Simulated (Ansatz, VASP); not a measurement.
## Ag2As in VASP and in Ansatz

```
Ag As
1.0
     4.67480    0.00000    0.00000
    -2.33740    4.04850    0.00000
     0.00000    0.00000    3.05330
Ag As
2 1
Direct
  0.33333 0.66667 0.50000
  0.66667 0.33333 0.50000
  0.00000 0.00000 0.00000
```

Change from the starting cell: species swapped into the AgB2 type (P6/mmm, No. 191).

Alike in both runs: task relaxation of cell and atoms; functional PBE; k mesh 6 × 6 × 6; occupations gaussian, width 0.1 eV; no spin polarisation.

```csv
,VASP,Ansatz
version,VASP 6.6.1,Ansatz 0.2.0
potentials or method,"VASP PAW PBE potentials, release 64 (Ag, As), cutoff 600 eV","scalar-relativistic, plane waves, PAW"
valence electrons in the cell,27,53
```

```csv
,VASP,Ansatz,Ansatz less VASP
"gap on the k mesh at the Fermi level, each at its own relaxed structure (eV)",none,none,-
relaxed volume (Å³/atom),18.82,18.90,+0.081
relaxed length of the cell vector where the two differ most in proportion (Å),2.793,2.797,+0.0041
```

A gap of «none» marks a metal or a gap that the smearing closes. VASP's potentials hold 27 valence electrons a cell and Ansatz's 53, so a difference there can come from the potentials and not from the codes.
